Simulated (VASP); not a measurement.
# C (Fd-3m) in VASP: a series of runs

Aim: see how the results for C move with the level of theory and the settings. Levels: BLYP+D3(BJ), r2SCAN+D4. Tasks: single point.

All numbers are computed with VASP 6.6.1; they aren't measurements. Logs are shortened: lines on timing, memory, paths and dates and some standing lists are left out, and cuts for length are marked.

## 1. The cell of the first run

The structure is cubic, space group Fd-3m (No. 227). Conventional cell: a = 3.637 Å, b = 3.637 Å, c = 3.637 Å, α = 90.00°, β = 90.00°, γ = 90.00°. C (site symmetry -43m) has 4 C at 1.57 Å within 2.1 Å.

## 2. Single point, BLYP+D3(BJ)

The input, INCAR:

```
SYSTEM = C
AGGAC = 1.0 ; AGGAX = 1.0
ALDAC = 0.0 ; ALDAX = 1.0
ALGO = Normal ; EDIFF = 1E-6
ENCUT = 520 ; GGA = B5
ISIF = 2 ; ISMEAR = -1
IVDW = 12 ; LASPH = .TRUE.
LCHARG = .FALSE. ; LREAL = .FALSE.
LWAVE = .FALSE. ; NBANDS = 11
NELM = 60 ; PREC = Accurate
SIGMA = 0.05 ; VDW_A1 = 0.4298
VDW_A2 = 4.2359 ; VDW_S6 = 1.0
VDW_S8 = 2.6996
```

The input, KPOINTS:

```
k-points
0
G
  13 13 13
  0 0 0
```

The input, POSCAR:

```
C
1.0
    0.0000000000      1.8183469191      1.8183469191
    1.8183469191      0.0000000000      1.8183469191
    1.8183469191      1.8183469191      0.0000000000
C
2
Direct
    0.7500000000      0.7500000000      0.7500000000
    0.5000000000      0.5000000000      0.5000000000
```

Potentials or basis: VASP PAW PBE potentials, release 64 (C).

The run is started by

```
> cat potpaw_PBE.64/C/POTCAR > POTCAR
> mpirun -np 1 vasp_std > vasp.out
```

OUTCAR:

```text
SYSTEM = C
   EDIFF = 1E-6
   ENCUT = 520
   GGA = B5
   ISIF = 2
   ISMEAR = -1
   IVDW = 12
   LASPH = .TRUE.
   LREAL = .FALSE.
   NELM = 60
   PREC = Accurate
 IVDW          = 12

 ion  position               nearest neighbor table
   1  0.750  0.750  0.750-   2 1.57   2 1.57   2 1.57   2 1.57
   2  0.500  0.500  0.500-   1 1.57   1 1.57   1 1.57   1 1.57

  LATTYP: Found a face centered cubic cell.
 ALAT       =     3.6366938382

  Lattice vectors:

 A1 = (   0.0000000000,   1.8183469191,   1.8183469191)
 A2 = (   1.8183469191,   0.0000000000,   1.8183469191)
 A3 = (   1.8183469191,   1.8183469191,   0.0000000000)

Analysis of symmetry for initial positions (statically):
=====================================================================
 Subroutine PRICEL returns:
 Original cell was already a primitive cell.

 Routine SETGRP: Setting up the symmetry group for a
 face centered cubic supercell.

 Subroutine GETGRP returns: Found 48 space group operations
 (whereof 24 operations were pure point group operations)
 out of a pool of 48 trial point group operations.

The static configuration has the point symmetry T_d .
 The point group associated with its full space group is O_h .

Analysis of symmetry for dynamics (positions and initial velocities):
=====================================================================
 Subroutine PRICEL returns:
 Original cell was already a primitive cell.

 Routine SETGRP: Setting up the symmetry group for a
 face centered cubic supercell.

 Subroutine GETGRP returns: Found 48 space group operations
 (whereof 24 operations were pure point group operations)
 out of a pool of 48 trial point group operations.

The dynamic configuration has the point symmetry T_d .
 The point group associated with its full space group is O_h .

 Subroutine INISYM returns: Found 48 space group operations
 (whereof 24 operations are pure point group operations),
 and found     1 'primitive' translations

----------------------------------------------------------------------------------------

                                     Primitive cell

  volume of cell :      12.0243

  direct lattice vectors                    reciprocal lattice vectors
     0.000000000  1.818346919  1.818346919    -0.274975031  0.274975031  0.274975031
     1.818346919  0.000000000  1.818346919     0.274975031 -0.274975031  0.274975031
     1.818346919  1.818346919  0.000000000     0.274975031  0.274975031 -0.274975031

  length of vectors
     2.571530874  2.571530874  2.571530874     0.476270724  0.476270724  0.476270724

  position of ions in fractional coordinates (direct lattice)
     0.750000000  0.750000000  0.750000000
     0.500000000  0.500000000  0.500000000

  ion indices of the primitive-cell ions
   primitive index   ion index
                 1           1
                 2           2

----------------------------------------------------------------------------------------

 KPOINTS: k-points

Automatic generation of k-mesh.
 Grid dimensions read from file:
 generate k-points for:   13   13   13

 Generating k-lattice:

  Cartesian coordinates                     Fractional coordinates (reciprocal lattice)
    -0.021151925  0.021151925  0.021151925     0.076923077  0.000000000  0.000000000
     0.021151925 -0.021151925  0.021151925     0.000000000  0.076923077  0.000000000
     0.021151925  0.021151925 -0.021151925     0.000000000  0.000000000  0.076923077

  Length of vectors
     0.036636210  0.036636210  0.036636210

  Shift w.r.t. Gamma in fractional coordinates (k-lattice)
     0.000000000  0.000000000  0.000000000

 Subroutine IBZKPT returns following result:
 ===========================================

 Found     84 irreducible k-points:

 Following reciprocal coordinates:
            Coordinates               Weight
  0.000000  0.000000  0.000000      1.000000
  0.076923  0.000000  0.000000      8.000000
  0.153846  0.000000  0.000000      8.000000
  0.230769  0.000000  0.000000      8.000000
  0.307692  0.000000  0.000000      8.000000
  0.384615  0.000000  0.000000      8.000000
[... 16 lines left out ...]
  0.384615  0.153846  0.000000     24.000000
  0.461538  0.153846  0.000000     24.000000
 [... further k-points ...]
   k-points           NKPTS =     84   k-points in BZ     NKDIM =     84   number of bands    NBANDS=     11
   number of dos      NEDOS =    301   number of ions     NIONS =      2
   total plane-waves  NPLWV =   8000
   dimension x,y,z NGX =    20 NGY =   20 NGZ =   20
   dimension x,y,z NGXF=    40 NGYF=   40 NGZF=   40
   ions per type =               2
   NGX,Y,Z   is equivalent  to a cutoff of  12.93, 12.93, 12.93 a.u.
   NGXF,Y,Z  is equivalent  to a cutoff of  25.86, 25.86, 25.86 a.u.
 SYSTEM =  C
   PREC   = accura    normal or accurate (medium, high low for compatibility)
   ISTART =      0    job   : 0-new  1-cont  2-samecut
   ICHARG =      2    charge: 1-file 2-atom 10-const
   ISPIN  =      1    spin polarized calculation?
   LNONCOLLINEAR =      F non collinear calculations
   LSORBIT =      F    spin-orbit coupling
   LASPH  =      T    aspherical Exc in radial PAW
   ENCUT  =  520.0 eV  38.22 Ry    6.18 a.u.   4.78  4.78  4.78*2*pi/ulx,y,z
   NELM   =     60;   NELMIN=  2; NELMDL= -5     # of ELM steps
   EDIFF  = 0.1E-05   stopping-criterion for ELM
   LREAL  =      F    real-space projection
   EDIFFG = 0.1E-04   stopping-criterion for IOM
   NSW    =      0    number of steps for IOM
   IBRION =     -1    ionic relax: 0-MD 1-quasi-New 2-CG
   NFREE  =      0    steps in history (QN), initial steepest desc. (CG)
   ISIF   =      2    stress and relaxation
   ISYM   =      2    0-nonsym 1-usesym 2-fastsym
   POTIM  = 0.5000    time-step for ionic-motion
   TEBEG  =    0.0;   TEEND  =   0.0 temperature during run
   PSTRESS=    0.0 pullay stress
   NELECT =       8.0000    total number of electrons
   NUPDOWN=      -1.0000    fix difference up-down
   EMIN   =  10.00;   EMAX   =-10.00  energy-range for DOS
   EFERMI =   0.00;   METHOD = LEGACY
   ISMEAR =    -1;   SIGMA  =   0.05  broadening in eV -4-tet -1-fermi 0-gaus
   EFERMI_NEDOS =   21; number of points for ismear=-14 and -15
   IALGO  =     38    algorithm
   IMIX   =      4    mixing-type and parameters
     AMIX     =   0.40;   BMIX     =  1.00
     AMIX_MAG =   1.60;   BMIX_MAG =  1.00
  volume/ion in A,a.u.               =       6.01        40.57
  Fermi-wavevector in a.u.,A,eV,Ry     =   1.429173  2.700745 27.790375  2.042535
  Thomas-Fermi vector in A             =   2.549155
   LORBIT       =      0    0 simple, 1 ext, 2 COOP (PROOUT), +10 PAW based schemes
   GGA     = B5    functional components
   LHFCALC =     F    Hartree Fock is set to
   AEXX    =    0.0000 exact exchange contribution
   IVDW    =    12    specifies the selected vdW correction
   LEPSILON=     F    determine dielectric tensor
   LRPA    =     F    only Hartree local field effects (RPA)
 non-spin polarized calculation
  energy-cutoff  :      520.00
  volume of cell :       12.02
 maximum number of plane-waves:       332
   NGX =  9   NGY =  9   NGZ =  9

 number of electron       8.0000001 magnetization

 Free energy of the ion-electron system (eV)
  ---------------------------------------------------
  ext. energy  EPLUGINS =         0.00000000
  ---------------------------------------------------
  free energy    TOTEN  =       -16.71638538 eV

  energy without entropy =      -16.71638538  energy(sigma->0) =      -16.71638538

 E-fermi :  10.1912     XC(G=0): -12.2651

 val. band max:        9.1901464190   @ k =   0.0000   0.0000   0.0000
 cond. band min:      13.5161152073   @ k =   0.3846   0.3846   0.0000
 fundamental gap:      4.3259687884
 Fermi energy:        10.1912132466

 k-point     1 :       0.0000    0.0000    0.0000
  band No.  band energies     occupation
      1     -11.2477      2.00000
      2       9.1901      2.00000
      3       9.1901      2.00000
      4       9.1901      2.00000
      5      14.7612      0.00000
      6      14.7612      0.00000
      7      14.7612      0.00000
      8      21.2966      0.00000
      9      28.2507      0.00000
     10      35.4809      0.00000
     11      35.4809      0.00000

 k-point     2 :       0.0769    0.0000    0.0000
  band No.  band energies     occupation
      1     -11.0915      2.00000
      2       8.2092      2.00000
      3       8.9387      2.00000
      4       8.9387      2.00000
      5      15.0928      0.00000
      6      15.0928      0.00000
      7      15.3133      0.00000
      8      21.4664      0.00000
      9      28.5038      0.00000
     10      33.6753      0.00000
     11      33.6753      0.00000

 k-point     3 :       0.1538    0.0000    0.0000
  band No.  band energies     occupation
      1     -10.6250      2.00000
      2       6.0869      2.00000
      3       8.3628      2.00000
      4       8.3628      2.00000
      5      15.8571      0.00000
      6      15.8571      0.00000
      7      16.2043      0.00000
      8      21.9735      0.00000
      9      29.0697      0.00000
     10      32.1652      0.00000
     11      32.1652      0.00000
[... 267 lines left out ...]
 k-point    23 :       0.3846    0.1538    0.0000
  band No.  band energies     occupation
      1      -7.8526      2.00000
      2       0.7207      2.00000
      3       5.6298      2.00000
      4       5.6835      2.00000
      5      15.8264      0.00000
      6      19.3239      0.00000
      7      19.5517      0.00000
      8      21.5878      0.00000
      9      29.9159      0.00000
     10      30.3979      0.00000
     11      35.7769      0.00000

 k-point    24 :       0.4615    0.1538    0.0000
  band No.  band energies     occupation
      1      -6.5132      2.00000
      2      -1.3777      2.00000
      3       5.0388      2.00000
      4       5.5861      2.00000
      5      16.2721      0.00000
      6      19.4606      0.00000
      7      19.4774      0.00000
      8      22.7337      0.00000
      9      29.3514      0.00000
     10      31.5967      0.00000
     11      35.7486      0.00000

 [... further k-points ...]

------------------------ aborting loop because EDIFF is reached ----------------------------------------

 Edisp (eV)   -0.69687

 E8    (eV) :    -0.4157

  FORCE on cell =-STRESS in cart. coord.  units (eV):
  Direction    XX          YY          ZZ          XY          YZ          ZX
  --------------------------------------------------------------------------------------
  -------------------------------------------------------------------------------------
  Total      -1.57389    -1.57389    -1.57389    -0.00000    -0.00000     0.00000
  in kB    -209.71237  -209.71237  -209.71237    -0.00000    -0.00000     0.00000
  external pressure =     -209.71 kB  Pullay stress =        0.00 kB

 VOLUME and BASIS-vectors are now :
 -----------------------------------------------------------------------------
  energy-cutoff  :      520.00
  volume of cell :       12.02
      direct lattice vectors                 reciprocal lattice vectors
     0.000000000  1.818346919  1.818346919    -0.274975031  0.274975031  0.274975031
     1.818346919  0.000000000  1.818346919     0.274975031 -0.274975031  0.274975031
     1.818346919  1.818346919  0.000000000     0.274975031  0.274975031 -0.274975031

 POSITION                                       TOTAL-FORCE (eV/Angst)
 -----------------------------------------------------------------------------------
      2.72752      2.72752      2.72752         0.000000      0.000000      0.000000
      1.81835      1.81835      1.81835        -0.000000     -0.000000     -0.000000
 -----------------------------------------------------------------------------------
    total drift:                                0.000000     -0.000000      0.000000

  FREE ENERGIE OF THE ION-ELECTRON SYSTEM (eV)
  ---------------------------------------------------
  free  energy   TOTEN  =       -17.4132549966 eV

  energy  without entropy=      -17.4132549966  energy(sigma->0) =      -17.41325500
```

Run time: 14 s. Hardware: 1 thread of Intel Xeon 6975P-C, shared host; peak memory 0.14 GiB.

What came out:

```
Free energy                : -17.4133 eV
Pressure                   : -21.0 GPa
Band gap on the k mesh     : 4.33 eV, indirect (least direct gap 5.57 eV)
Dispersion energy per atom : -0.348 eV
```

Levels at points of the mesh, in eV from the valence-band top:
| k point | band 1 | band 2 | band 3 | band 4 | band 5 | band 6 | band 7 | band 8 |
| --- | --- | --- | --- | --- | --- | --- | --- | --- |
| (0.00, 0.00, 0.00) | -20.44 | 0.00 | 0.00 | 0.00 | 5.57 | 5.57 | 5.57 | 12.11 |

Caveat: the PAW data sets were made with another functional, which shifts forces and pressure a little. As with any semilocal functional, this BLYP gap is likely too small.

(Continued in part 2 of 2.)
